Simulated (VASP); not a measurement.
# ZrOs3 (Pm-3m) in VASP: further runs

Runs on ZrOs3. Level: PBE. Tasks: single point.

All numbers are computed with VASP 6.6.1; they aren't measurements. Logs are shortened: lines on timing, memory, paths and dates and some standing lists are left out, and cuts for length are marked.

### 1 The cell of the first run

Symmetry: Pm-3m, No. 221, cubic system. The conventional cell has a = 3.915 Å, b = 3.915 Å, c = 3.915 Å, α = 90.00°, β = 90.00°, γ = 90.00°. Within 3.6 Å of Os (site symmetry 4/mmm) lie 8 Os at 2.77 Å and 4 Zr at 2.77 Å. Zr (site symmetry m-3m) has 12 Os at 2.77 Å within 3.6 Å.

### 2 Single point, PBE

INCAR

```
ALGO = Normal ; EDIFF = 1E-7
ENCUT = 520 ; GGA = PE
ISIF = 2 ; ISMEAR = -1
LASPH = T ; LCHARG = T
LELF = T ; LREAL = F
LVHAR = T ; LWAVE = F
NBANDS = 26 ; NELM = 100
PREC = Accurate ; SIGMA = 0.05
```

KPOINTS

```
k-points
0
Gamma
  7 7 7
```

POSCAR

```
ZrOs3
1.0
    3.9150011075      0.0000000000      0.0000000000
    0.0000000000      3.9150011075      0.0000000000
    0.0000000000      0.0000000000      3.9150011075
Os Zr
3 1
Direct
    0.0000000000      0.5000000000      0.5000000000
    0.5000000000      0.0000000000      0.5000000000
    0.5000000000      0.5000000000      0.0000000000
    0.0000000000      0.0000000000      0.0000000000
```

Potentials or basis: VASP PAW PBE potentials, release 64 (Os, Zr_sv).

Run with:

```console
cat potpaw_PBE.64/Os/POTCAR potpaw_PBE.64/Zr_sv/POTCAR > POTCAR
mpirun -np 1 vasp_std > vasp.out
```

OUTCAR:

```text
EDIFF = 1E-7
   ENCUT = 520
   GGA = PE
   ISIF = 2
   ISMEAR = -1
   LASPH = T
   LREAL = F
   NELM = 100
   PREC = Accurate

 ion  position               nearest neighbor table
   1  0.000  0.500  0.500-   2 2.77   3 2.77   4 2.77   3 2.77   4 2.77   2 2.77   4 2.77   4 2.77
                             2 2.77   3 2.77   3 2.77   2 2.77
   2  0.500  0.000  0.500-   1 2.77   3 2.77   4 2.77   3 2.77   4 2.77   1 2.77   3 2.77   3 2.77
                             1 2.77   4 2.77   4 2.77   1 2.77
   3  0.500  0.500  0.000-   1 2.77   2 2.77   4 2.77   1 2.77   2 2.77   2 2.77   4 2.77   2 2.77
                             1 2.77   4 2.77   1 2.77   4 2.77
   4  0.000  0.000  0.000-   1 2.77   2 2.77   3 2.77   1 2.77   2 2.77   1 2.77   3 2.77   1 2.77
                             2 2.77   3 2.77   2 2.77   3 2.77

  LATTYP: Found a simple cubic cell.
 ALAT       =     3.9150011075

  Lattice vectors:

 A1 = (   3.9150011075,   0.0000000000,   0.0000000000)
 A2 = (   0.0000000000,   3.9150011075,   0.0000000000)
 A3 = (   0.0000000000,   0.0000000000,   3.9150011075)

Analysis of symmetry for initial positions (statically):
=====================================================================
 Subroutine PRICEL returns:
 Original cell was already a primitive cell.

 Routine SETGRP: Setting up the symmetry group for a
 simple cubic supercell.

 Subroutine GETGRP returns: Found 48 space group operations
 (whereof 48 operations were pure point group operations)
 out of a pool of 48 trial point group operations.

The static configuration has the point symmetry O_h .

Analysis of symmetry for dynamics (positions and initial velocities):
=====================================================================
 Subroutine PRICEL returns:
 Original cell was already a primitive cell.

 Routine SETGRP: Setting up the symmetry group for a
 simple cubic supercell.

 Subroutine GETGRP returns: Found 48 space group operations
 (whereof 48 operations were pure point group operations)
 out of a pool of 48 trial point group operations.

The dynamic configuration has the point symmetry O_h .

 Subroutine INISYM returns: Found 48 space group operations
 (whereof 48 operations are pure point group operations),
 and found     1 'primitive' translations

----------------------------------------------------------------------------------------

[... 89 lines left out ...]
   ENCUT  =  520.0 eV  38.22 Ry    6.18 a.u.   7.28  7.28  7.28*2*pi/ulx,y,z
   NELM   =    100;   NELMIN=  2; NELMDL= -5     # of ELM steps
   EDIFF  = 0.1E-06   stopping-criterion for ELM
   LREAL  =      F    real-space projection
   EDIFFG = 0.1E-05   stopping-criterion for IOM
   NSW    =      0    number of steps for IOM
   IBRION =     -1    ionic relax: 0-MD 1-quasi-New 2-CG
   NFREE  =      0    steps in history (QN), initial steepest desc. (CG)
   ISIF   =      2    stress and relaxation
   ISYM   =      2    0-nonsym 1-usesym 2-fastsym
   POTIM  = 0.5000    time-step for ionic-motion
   TEBEG  =    0.0;   TEEND  =   0.0 temperature during run
   PSTRESS=    0.0 pullay stress
   NELECT =      36.0000    total number of electrons
   NUPDOWN=      -1.0000    fix difference up-down
   EMIN   =  10.00;   EMAX   =-10.00  energy-range for DOS
   EFERMI =   0.00;   METHOD = LEGACY
   ISMEAR =    -1;   SIGMA  =   0.05  broadening in eV -4-tet -1-fermi 0-gaus
   EFERMI_NEDOS =   21; number of points for ismear=-14 and -15
   IALGO  =     38    algorithm
   IMIX   =      4    mixing-type and parameters
     AMIX     =   0.40;   BMIX     =  1.00
     AMIX_MAG =   1.60;   BMIX_MAG =  1.00
  volume/ion in A,a.u.               =      15.00       101.24
  Fermi-wavevector in a.u.,A,eV,Ry     =   1.380735  2.609211 25.938556  1.906430
  Thomas-Fermi vector in A             =   2.505585
   LORBIT       =      0    0 simple, 1 ext, 2 COOP (PROOUT), +10 PAW based schemes
   GGA     = PE    functional components
   LHFCALC =     F    Hartree Fock is set to
   AEXX    =    0.0000 exact exchange contribution
   IVDW    =     0    specifies the selected vdW correction
   LEPSILON=     F    determine dielectric tensor
   LRPA    =     F    only Hartree local field effects (RPA)
 non-spin polarized calculation
  energy-cutoff  :      520.00
  volume of cell :       60.01
 maximum number of plane-waves:      1630
 NGX is ok and might be reduce to    30
   NGX = 15   NGY = 15   NGZ = 15

 number of electron      36.0000003 magnetization

 Free energy of the ion-electron system (eV)
  ---------------------------------------------------
  ext. energy  EPLUGINS =         0.00000000
  ---------------------------------------------------
  free energy    TOTEN  =       -42.23989892 eV

  energy without entropy =      -42.19990002  energy(sigma->0) =      -42.21989947

 E-fermi :   9.5399     XC(G=0): -13.5322

 val. band max:        9.5174272210   @ k =   0.1429   0.1429   0.1429
 cond. band min:       9.5957272102   @ k =   0.4286   0.2857   0.0000
 fundamental gap:      0.0782999891
 Fermi energy:         9.5399155690

 k-point     1 :       0.0000    0.0000    0.0000
  band No.  band energies     occupation
      1     -38.0617      2.00000
      2     -16.2280      2.00000
      3     -16.2280      2.00000
      4     -16.2280      2.00000
      5       0.5115      2.00000
      6       3.3827      2.00000
[... 569 lines left out ...]
     25      14.3172      0.00000
     26      14.8340      0.00000

------------------------ aborting loop because EDIFF is reached ----------------------------------------

  FORCE on cell =-STRESS in cart. coord.  units (eV):
  Direction    XX          YY          ZZ          XY          YZ          ZX
  --------------------------------------------------------------------------------------
  -------------------------------------------------------------------------------------
  Total        6.3914969      6.3914969      6.3914969      0.0000000     -0.0000000      0.0000000
  in kB      170.6544037    170.6544037    170.6544037      0.0000000     -0.0000000      0.0000000
  external PRESSURE =     170.6544037 kB  Pullay stress =       0.0000000 kB

 VOLUME and BASIS-vectors are now :
 -----------------------------------------------------------------------------
  energy-cutoff  :      520.00
  volume of cell :       60.01
      direct lattice vectors                 reciprocal lattice vectors
     3.915001108  0.000000000  0.000000000     0.255427769  0.000000000  0.000000000
     0.000000000  3.915001108  0.000000000     0.000000000  0.255427769  0.000000000
     0.000000000  0.000000000  3.915001108     0.000000000  0.000000000  0.255427769

 POSITION                                       TOTAL-FORCE (eV/Angst)
 -----------------------------------------------------------------------------------
      0.00000      1.95750      1.95750         0.000000      0.000000      0.000000
      1.95750      0.00000      1.95750         0.000000      0.000000      0.000000
      1.95750      1.95750      0.00000         0.000000      0.000000      0.000000
      0.00000      0.00000      0.00000         0.000000      0.000000      0.000000
 -----------------------------------------------------------------------------------
    total drift:                                0.000000      0.000000     -0.000000

  FREE ENERGIE OF THE ION-ELECTRON SYSTEM (eV)
  ---------------------------------------------------
  free  energy   TOTEN  =       -42.2398989180 eV

  energy  without entropy=      -42.1999000239  energy(sigma->0) =      -42.21989947
```

OSZICAR:

```text
N       E                     dE             d eps       ncg     rms          rms(c)
DAV:   1     0.315864668062E+03    0.31586E+03   -0.18060E+04  1040   0.138E+03
DAV:   2    -0.191004874831E+02   -0.33497E+03   -0.31877E+03  1052   0.462E+02
DAV:   3    -0.434308727884E+02   -0.24330E+02   -0.22966E+02  1588   0.963E+01
DAV:   4    -0.445650908288E+02   -0.11342E+01   -0.11210E+01  1386   0.202E+01
DAV:   5    -0.445949799135E+02   -0.29889E-01   -0.29851E-01  1414   0.282E+00    0.330E+01
DAV:   6    -0.427399031598E+02    0.18551E+01   -0.45687E+00  1422   0.122E+01    0.141E+01
DAV:   7    -0.423245077928E+02    0.41540E+00   -0.13129E+00  1300   0.745E+00    0.552E+00
DAV:   8    -0.422420736719E+02    0.82434E-01   -0.31403E-01  1356   0.369E+00    0.843E-01
DAV:   9    -0.422401221685E+02    0.19515E-02   -0.18708E-02  1234   0.106E+00    0.325E-01
DAV:  10    -0.422399182587E+02    0.20391E-03   -0.19729E-03  1454   0.269E-01    0.589E-02
DAV:  11    -0.422399170584E+02    0.12003E-05   -0.82085E-05  1284   0.700E-02    0.164E-02
DAV:  12    -0.422398984904E+02    0.18568E-04   -0.10439E-05  1328   0.192E-02    0.588E-03
DAV:  13    -0.422398991708E+02   -0.68042E-06   -0.56775E-07  1364   0.502E-03    0.131E-03
DAV:  14    -0.422398989185E+02    0.25229E-06   -0.40433E-08   616   0.137E-03    0.525E-04
DAV:  15    -0.422398989180E+02    0.56934E-09   -0.69265E-09   580   0.699E-04
   1 F= -.42239899E+02 E0= -.42219899E+02  d E =-.399989E-01
```

stdout:

```text
POSCAR found type information on POSCAR OsZr
 POSCAR found :  2 types and       4 ions
 scaLAPACK will be used
 LDA part: xc-table for (Slater+PW92), standard interpolation
 POSCAR, INCAR and KPOINTS ok, starting setup
 FFT: planning ... GRIDC
 FFT: planning ... GRID_SOFT
 FFT: planning ... GRID
 WAVECAR not read
 entering main loop
```

Wall time 35 s (1 thread of Intel Xeon Platinum 8488C (Sapphire Rapids), shared host); peak memory 0.18 GiB.

Results:

- Free energy: -42.2399 eV
- Pressure: 17.1 GPa
- Band gap on the k mesh: zero (band 18 reaches 12.90 eV, above the bottom of band 19 at 8.94 eV)

Caveat: spin-orbit coupling is left out, which moves the levels of the heavy elements.

### 3 Single point, PBE

This run uses another cell than the first one, of 15.32 Å³/atom, 1.021 times its volume.

INCAR

```
PREC = Accurate ; ENCUT = 520
EDIFF = 1E-6 ; ISMEAR = -1
SIGMA = 0.05 ; LREAL = F
LASPH = T ; NELM = 100
ALGO = Normal ; ISIF = 2
LWAVE = F ; LCHARG = F
GGA = PE ; NBANDS = 26
```

KPOINTS

```
Automatic mesh
0
Gamma
  7 7 7
```

POSCAR

```
ZrOs3
1.0
    3.9425724462      0.0000000000      0.0000000000
    0.0000000000      3.9425724462      0.0000000000
    0.0000000000      0.0000000000      3.9425724462
Os Zr
3 1
Direct
    0.0000000000      0.5000000000      0.5000000000
    0.5000000000      0.0000000000      0.5000000000
    0.5000000000      0.5000000000      0.0000000000
    0.0000000000      0.0000000000      0.0000000000
```

Potentials or basis: VASP PAW PBE potentials, release 64 (Os, Zr_sv).

Run with:

```console
cat potpaw_PBE.64/Os/POTCAR potpaw_PBE.64/Zr_sv/POTCAR > POTCAR
mpirun -np 1 vasp_std > vasp.out
```

Run time: 30 s. Hardware: 1 thread of Intel Xeon Platinum 8488C (Sapphire Rapids), shared host; peak memory 0.18 GiB.

It converged, with:

```
Free energy            : -42.3479 eV
Pressure               : 9.9 GPa
Band gap on the k mesh : zero (band 18 reaches 12.50 eV, above the bottom of band 19 at 8.68 eV)
```

Levels at points of the mesh, in eV from the Fermi level:
```csv
k point,band 16,band 17,band 18,band 19,band 20,band 21
"(0.00, 0.00, 0.00)",1.00,2.63,3.25,3.25,3.25,3.42
```

Caveat: spin-orbit coupling is left out, which moves the levels of the heavy elements.

(Continued in part 2 of 3.)
